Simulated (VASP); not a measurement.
# YBe2Al2Au (P4/mmm) in VASP: notebook

The runs below take YBe2Al2Au through single point, relaxation of cell and atoms, with PBE.

Program: VASP 6.6.1. These are calculated values, not measurements. Logs are shortened: lines on timing, memory, paths and dates and some standing lists are left out, and cuts for length are marked.

### Step 1. The cell of the first run

The structure is tetragonal, space group P4/mmm (No. 123). Conventional cell: a = 4.379 Å, b = 4.379 Å, c = 5.701 Å, α = 90.00°, β = 90.00°, γ = 90.00°. Y (site symmetry 4/mmm) has 2 Au at 2.85 Å and 8 Al at 3.37 Å and 8 Be at 3.59 Å within 3.8 Å. Within 2.9 Å of Be (site symmetry mmm) lie 2 Au at 2.19 Å and 4 Al at 2.67 Å. Within 3.5 Å of Al (site symmetry 4mm) lie 2 Al at 2.65 to 3.05 Å and 4 Be at 2.67 Å and 4 Y at 3.37 Å and 4 Au at 3.45 Å. Au (site symmetry 4/mmm) has 4 Be at 2.19 Å and 2 Y at 2.85 Å within 2.9 Å.

### Step 2. Single point, PBE

Contents of INCAR:

```
PREC = Accurate
ENCUT = 520
EDIFF = 1E-7
ISMEAR = 0
SIGMA = 0.1
LREAL = F
LASPH = T
NELM = 100
ALGO = Normal
ISIF = 2
LWAVE = F
LCHARG = F
GGA = PE
NBANDS = 25
```

Contents of KPOINTS:

```
regular mesh
0
Gamma
  8 8 8
```

Contents of POSCAR:

```
YBe2Al2Au
1.0
    4.3785589840      0.0000000000      0.0000000000
    0.0000000000      4.3785589840      0.0000000000
    0.0000000000      0.0000000000      5.7012708109
Y Be Al Au
1 2 2 1
Direct
    0.0000000000      0.0000000000      0.5000000000
    0.0000000000      0.5000000000      0.0000000000
    0.5000000000      0.0000000000      0.0000000000
    0.5000000000      0.5000000000      0.2677266987
    0.5000000000      0.5000000000      0.7322733013
    0.0000000000      0.0000000000      0.0000000000
```

Potentials or basis: VASP PAW PBE potentials, release 64 (Y_sv, Be, Al, Au).

Run with:

```sh
$ cat potpaw_PBE.64/Y_sv/POTCAR potpaw_PBE.64/Be/POTCAR potpaw_PBE.64/Al/POTCAR potpaw_PBE.64/Au/POTCAR > POTCAR
$ mpirun -np 1 vasp_std > vasp.out
```

OUTCAR:

```text
PREC = Accurate
   ENCUT = 520
   EDIFF = 1E-7
   ISMEAR = 0
   LREAL = F
   LASPH = T
   NELM = 100
   ISIF = 2
   GGA = PE

 ion  position               nearest neighbor table
   1  0.000  0.000  0.500-   6 2.85   6 2.85   4 3.37   5 3.37   4 3.37   5 3.37   4 3.37   5 3.37
                             4 3.37   5 3.37
   2  0.000  0.500  0.000-   6 2.19   6 2.19   4 2.67   5 2.67   4 2.67   5 2.67
   3  0.500  0.000  0.000-   6 2.19   6 2.19   4 2.67   4 2.67   5 2.67   5 2.67
   4  0.500  0.500  0.268-   5 2.65   3 2.67   2 2.67   3 2.67   2 2.67   5 3.05   1 3.37   1 3.37
                             1 3.37   1 3.37   6 3.45   6 3.45   6 3.45   6 3.45
   5  0.500  0.500  0.732-   4 2.65   3 2.67   2 2.67   3 2.67   2 2.67   4 3.05   1 3.37   1 3.37
                             1 3.37   1 3.37   6 3.45   6 3.45   6 3.45   6 3.45
   6  0.000  0.000  0.000-   2 2.19   3 2.19   2 2.19   3 2.19   1 2.85   1 2.85   5 3.45   4 3.45
                             5 3.45   4 3.45   4 3.45   5 3.45   4 3.45   5 3.45

  LATTYP: Found a simple tetragonal cell.
 ALAT       =     4.3785589840
 C/A-ratio  =     1.3020883884

  Lattice vectors:

 A1 = (   4.3785589840,   0.0000000000,   0.0000000000)
 A2 = (   0.0000000000,   4.3785589840,   0.0000000000)
 A3 = (   0.0000000000,   0.0000000000,   5.7012708109)

Analysis of symmetry for initial positions (statically):
=====================================================================
 Subroutine PRICEL returns:
 Original cell was already a primitive cell.

 Routine SETGRP: Setting up the symmetry group for a
 simple tetragonal supercell.

 Subroutine GETGRP returns: Found 16 space group operations
 (whereof 16 operations were pure point group operations)
 out of a pool of 16 trial point group operations.

The static configuration has the point symmetry D_4h.

Analysis of symmetry for dynamics (positions and initial velocities):
=====================================================================
 Subroutine PRICEL returns:
 Original cell was already a primitive cell.

 Routine SETGRP: Setting up the symmetry group for a
 simple tetragonal supercell.

 Subroutine GETGRP returns: Found 16 space group operations
 (whereof 16 operations were pure point group operations)
 out of a pool of 16 trial point group operations.

The dynamic configuration has the point symmetry D_4h.

 Subroutine INISYM returns: Found 16 space group operations
 (whereof 16 operations are pure point group operations),
 and found     1 'primitive' translations

----------------------------------------------------------------------------------------

                                     Primitive cell

  volume of cell :     109.3035

  direct lattice vectors                    reciprocal lattice vectors
     4.378558984  0.000000000  0.000000000     0.228385641  0.000000000  0.000000000
     0.000000000  4.378558984  0.000000000     0.000000000  0.228385641  0.000000000
     0.000000000  0.000000000  5.701270811     0.000000000  0.000000000  0.175399491

  length of vectors
     4.378558984  4.378558984  5.701270811     0.228385641  0.228385641  0.175399491

  position of ions in fractional coordinates (direct lattice)
     0.000000000  0.000000000  0.500000000
     0.000000000  0.500000000  0.000000000
     0.500000000  0.000000000  0.000000000
     0.500000000  0.500000000  0.267726699
     0.500000000  0.500000000  0.732273301
     0.000000000  0.000000000  0.000000000

  ion indices of the primitive-cell ions
   primitive index   ion index
                 1           1
                 2           2
                 3           3
                 4           4
                 5           5
                 6           6

----------------------------------------------------------------------------------------

 KPOINTS: regular mesh

Automatic generation of k-mesh.
 Grid dimensions read from file:
 generate k-points for:    8    8    8

 Generating k-lattice:

  Cartesian coordinates                     Fractional coordinates (reciprocal lattice)
     0.028548205  0.000000000  0.000000000     0.125000000  0.000000000  0.000000000
     0.000000000  0.028548205  0.000000000     0.000000000  0.125000000  0.000000000
     0.000000000  0.000000000  0.021924936     0.000000000  0.000000000  0.125000000

  Length of vectors
     0.028548205  0.028548205  0.021924936

  Shift w.r.t. Gamma in fractional coordinates (k-lattice)
     0.000000000  0.000000000  0.000000000

 Subroutine IBZKPT returns following result:
 ===========================================

 Found     75 irreducible k-points:

 Following reciprocal coordinates:
            Coordinates               Weight
  0.000000  0.000000  0.000000      1.000000
  0.125000  0.000000  0.000000      4.000000
  0.250000  0.000000  0.000000      4.000000
  0.375000  0.000000  0.000000      4.000000
  0.500000  0.000000  0.000000      2.000000
  0.125000  0.125000  0.000000      4.000000
[... 16 lines left out ...]
  0.375000  0.125000  0.125000     16.000000
  0.500000  0.125000  0.125000      8.000000
 [... further k-points ...]
   k-points           NKPTS =     75   k-points in BZ     NKDIM =     75   number of bands    NBANDS=     25
   number of dos      NEDOS =    301   number of ions     NIONS =      6
   total plane-waves  NPLWV =  54432
   dimension x,y,z NGX =    36 NGY =   36 NGZ =   42
   dimension x,y,z NGXF=    72 NGYF=   72 NGZF=   84
   ions per type =               1   2   2   1
   NGX,Y,Z   is equivalent  to a cutoff of  13.67, 13.67, 12.25 a.u.
   NGXF,Y,Z  is equivalent  to a cutoff of  27.34, 27.34, 24.49 a.u.
 SYSTEM =  unknown system
   PREC   = accura    normal or accurate (medium, high low for compatibility)
   ISTART =      0    job   : 0-new  1-cont  2-samecut
   ICHARG =      2    charge: 1-file 2-atom 10-const
   ISPIN  =      1    spin polarized calculation?
   LNONCOLLINEAR =      F non collinear calculations
   LSORBIT =      F    spin-orbit coupling
   LASPH  =      T    aspherical Exc in radial PAW
   ENCUT  =  520.0 eV  38.22 Ry    6.18 a.u.   8.14  8.14 10.60*2*pi/ulx,y,z
   NELM   =    100;   NELMIN=  2; NELMDL= -5     # of ELM steps
   EDIFF  = 0.1E-06   stopping-criterion for ELM
   LREAL  =      F    real-space projection
   EDIFFG = 0.1E-05   stopping-criterion for IOM
   NSW    =      0    number of steps for IOM
   IBRION =     -1    ionic relax: 0-MD 1-quasi-New 2-CG
   NFREE  =      0    steps in history (QN), initial steepest desc. (CG)
   ISIF   =      2    stress and relaxation
   ISYM   =      2    0-nonsym 1-usesym 2-fastsym
   POTIM  = 0.5000    time-step for ionic-motion
   TEBEG  =    0.0;   TEEND  =   0.0 temperature during run
   PSTRESS=    0.0 pullay stress
   NELECT =      32.0000    total number of electrons
   NUPDOWN=      -1.0000    fix difference up-down
   EMIN   =  10.00;   EMAX   =-10.00  energy-range for DOS
   EFERMI =   0.00;   METHOD = LEGACY
   ISMEAR =     0;   SIGMA  =   0.10  broadening in eV -4-tet -1-fermi 0-gaus
   EFERMI_NEDOS =   21; number of points for ismear=-14 and -15
   IALGO  =     38    algorithm
   IMIX   =      4    mixing-type and parameters
     AMIX     =   0.40;   BMIX     =  1.00
     AMIX_MAG =   1.60;   BMIX_MAG =  1.00
  volume/ion in A,a.u.               =      18.22       122.94
  Fermi-wavevector in a.u.,A,eV,Ry     =   1.087043  2.054214 16.077500  1.181663
  Thomas-Fermi vector in A             =   2.223194
   LORBIT       =      0    0 simple, 1 ext, 2 COOP (PROOUT), +10 PAW based schemes
   GGA     = PE    functional components
   LHFCALC =     F    Hartree Fock is set to
   AEXX    =    0.0000 exact exchange contribution
   IVDW    =     0    specifies the selected vdW correction
   LEPSILON=     F    determine dielectric tensor
   LRPA    =     F    only Hartree local field effects (RPA)
 non-spin polarized calculation
 Gauss-broadening in eV      SIGMA  =   0.10
  energy-cutoff  :      520.00
  volume of cell :      109.30
 maximum number of plane-waves:      2992
 NGX is ok and might be reduce to    36
   NGX = 17   NGY = 17   NGZ = 21

 number of electron      31.9999997 magnetization

 Free energy of the ion-electron system (eV)
  ---------------------------------------------------
  ext. energy  EPLUGINS =         0.00000000
  ---------------------------------------------------
  free energy    TOTEN  =       -24.54623208 eV

  energy without entropy =      -24.53151350  energy(sigma->0) =      -24.53887279

 E-fermi :   5.8359     XC(G=0): -10.0243

 val. band max:        5.8319200396   @ k =   0.5000   0.3750   0.0000
 cond. band min:       5.8514021742   @ k =   0.5000   0.0000   0.3750
 fundamental gap:      0.0194821346
 Fermi energy:         5.8359415505

 k-point     1 :       0.0000    0.0000    0.0000
  band No.  band energies     occupation
      1     -37.3142      2.00000
      2     -17.3738      2.00000
      3     -17.2474      2.00000
      4     -17.2474      2.00000
      5      -3.6718      2.00000
      6      -1.0581      2.00000
[... 17 lines left out ...]
     24       9.6635      0.00000
     25       9.8965      0.00000

 k-point     2 :       0.1250    0.0000    0.0000
  band No.  band energies     occupation
      1     -37.3140      2.00000
      2     -17.3731      2.00000
      3     -17.2536      2.00000
      4     -17.2468      2.00000
      5      -3.5501      2.00000
      6      -1.0581      2.00000
[... 17 lines left out ...]
     24       9.9072      0.00000
     25      10.0885      0.00000

 k-point     3 :       0.2500    0.0000    0.0000
  band No.  band energies     occupation
      1     -37.3135      2.00000
      2     -17.3715      2.00000
      3     -17.2686      2.00000
      4     -17.2453      2.00000
      5      -3.1889      2.00000
      6      -1.0681      2.00000
[... 552 lines left out ...]
 k-point    23 :       0.3750    0.1250    0.1250
  band No.  band energies     occupation
      1     -37.3127      2.00000
      2     -17.3746      2.00000
      3     -17.2828      2.00000
      4     -17.2500      2.00000
      5      -2.4704      2.00000
      6      -1.1592      2.00000
[... 17 lines left out ...]
     24      10.0389      0.00000
     25      10.5341      0.00000

 k-point    24 :       0.5000    0.1250    0.1250
  band No.  band energies     occupation
      1     -37.3125      2.00000
      2     -17.3739      2.00000
      3     -17.2890      2.00000
      4     -17.2493      2.00000
      5      -1.7637      2.00000
      6      -1.7433      2.00000
[... 17 lines left out ...]
     24      10.2026      0.00000
     25      10.5968      0.00000

 [... further k-points ...]
[... 5 lines left out ...]
  --------------------------------------------------------------------------------------
  -------------------------------------------------------------------------------------
  Total       -0.0375702     -0.0375702     -0.0486496      0.0000000      0.0000000     -0.0000000
  in kB       -0.5507055     -0.5507055     -0.7131089      0.0000000      0.0000000     -0.0000000
  external PRESSURE =      -0.6048400 kB  Pullay stress =       0.0000000 kB

 VOLUME and BASIS-vectors are now :
 -----------------------------------------------------------------------------
  energy-cutoff  :      520.00
  volume of cell :      109.30
      direct lattice vectors                 reciprocal lattice vectors
     4.378558984  0.000000000  0.000000000     0.228385641  0.000000000  0.000000000
     0.000000000  4.378558984  0.000000000     0.000000000  0.228385641  0.000000000
     0.000000000  0.000000000  5.701270811     0.000000000  0.000000000  0.175399491

 POSITION                                       TOTAL-FORCE (eV/Angst)
 -----------------------------------------------------------------------------------
      0.00000      0.00000      2.85064        -0.000000      0.000000      0.000000
      0.00000      2.18928      0.00000        -0.000000      0.000000      0.000000
      2.18928      0.00000      0.00000        -0.000000      0.000000      0.000000
      2.18928      2.18928      1.52638        -0.000000     -0.000000     -0.005116
      2.18928      2.18928      4.17489         0.000000     -0.000000      0.005116
      0.00000      0.00000      0.00000        -0.000000      0.000000      0.000000
 -----------------------------------------------------------------------------------
    total drift:                                0.000000     -0.000000     -0.000000

  FREE ENERGIE OF THE ION-ELECTRON SYSTEM (eV)
  ---------------------------------------------------
  free  energy   TOTEN  =       -24.5462320837 eV

  energy  without entropy=      -24.5315134974  energy(sigma->0) =      -24.53887279
```

Run time: 2.8 min. Hardware: 1 thread of Intel Xeon Platinum 8488C (Sapphire Rapids), shared host; peak memory 0.41 GiB.

Results:

```
Free energy            : -24.5462 eV
Pressure               : -0.1 GPa
Largest force          : 0.005 eV/Å
Band gap on the k mesh : zero (band 16 reaches 6.16 eV, above the bottom of band 17 at 5.16 eV)
```

Forces in eV/Å, atoms in the order of the input:
```
Y    0.000  0.000  0.000
Be   0.000  0.000  0.000
Be   0.000  0.000  0.000
Al   0.000  0.000 -0.005
Al   0.000  0.000  0.005
Au   0.000  0.000  0.000
```

Levels at points of the mesh, in eV from the Fermi level:
| k point | band 13 | band 14 | band 15 | band 16 | band 17 | band 18 | band 19 | band 20 |
| --- | --- | --- | --- | --- | --- | --- | --- | --- |
| (0.00, 0.00, 0.00) | -2.48 | -2.48 | -0.81 | -0.32 | 1.68 | 1.68 | 1.92 | 2.11 |
| (0.50, 0.00, 0.00) | -2.23 | -1.84 | -1.72 | -0.73 | -0.13 | 0.58 | 2.19 | 2.43 |
| (0.50, 0.50, 0.00) | -4.66 | -2.18 | -1.57 | -0.44 | -0.44 | 1.12 | 1.12 | 2.06 |
| (0.00, 0.00, 0.50) | -2.57 | -1.46 | -1.06 | -0.65 | 1.22 | 1.22 | 2.06 | 2.23 |
| (0.50, 0.00, 0.50) | -3.86 | -0.73 | -0.43 | 0.13 | 0.17 | 0.66 | 1.52 | 1.84 |
| (0.50, 0.50, 0.50) | -4.63 | -3.57 | -1.39 | -1.39 | -0.68 | 2.25 | 2.25 | 2.65 |

Caveat: spin-orbit coupling is left out, which moves the levels of the heavy elements.

(Continued in part 2 of 2.)
